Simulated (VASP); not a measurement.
Wanted: the native input for a VASP 6.6.1 run.

```yaml
Task: single point
Functional: RPBE
Potentials_or_basis: VASP PAW PBE potentials, release 64 (As, B)
Cutoff: 520 eV
k_mesh: 10 × 10 × 10
Occupations: fermi-dirac, width 0.05 eV
Spin: no spin polarisation
Dipole_correction: no
Further_INCAR_settings: ALGO = Normal; EDIFF = 1e-07; NBANDS = 11
```

The structure of BAs lies in POSCAR:

```
BAs
1.0
    0.0000000000      2.3885000000      2.3885000000
    2.3885000000      0.0000000000      2.3885000000
    2.3885000000      2.3885000000      0.0000000000
As B
1 1
Direct
    0.7500000000      0.7500000000      0.7500000000
    0.0000000000      0.0000000000      0.0000000000
```

The input as run:

INCAR

```
PREC = Accurate
ENCUT = 520
EDIFF = 1E-7
ISMEAR = -1
SIGMA = 0.05
LREAL = False
LASPH = True
NELM = 80
ALGO = Normal
ISIF = 2
LWAVE = False
LCHARG = True
GGA = RP
LELF = True
LVHAR = True
NBANDS = 11
```

KPOINTS

```
regular mesh
0
Gamma
  10 10 10
```

Potentials or basis: VASP PAW PBE potentials, release 64 (As, B).

Command:

```bash
$ cat potpaw_PBE.64/As/POTCAR potpaw_PBE.64/B/POTCAR > POTCAR
$ mpirun -np 1 vasp_std > vasp.out
```

Results of the run:

```
Pressure               : 6.0 GPa
Band gap on the k mesh : 1.21 eV, indirect (least direct gap 3.28 eV)
```

Caveat: the PAW data sets were made with another functional, which shifts forces and pressure a little.

It took 17 s on 1 thread of AMD EPYC 7R43 64-Core Processor (Zen 3), with other jobs on the host, peak memory 0.12 GiB.
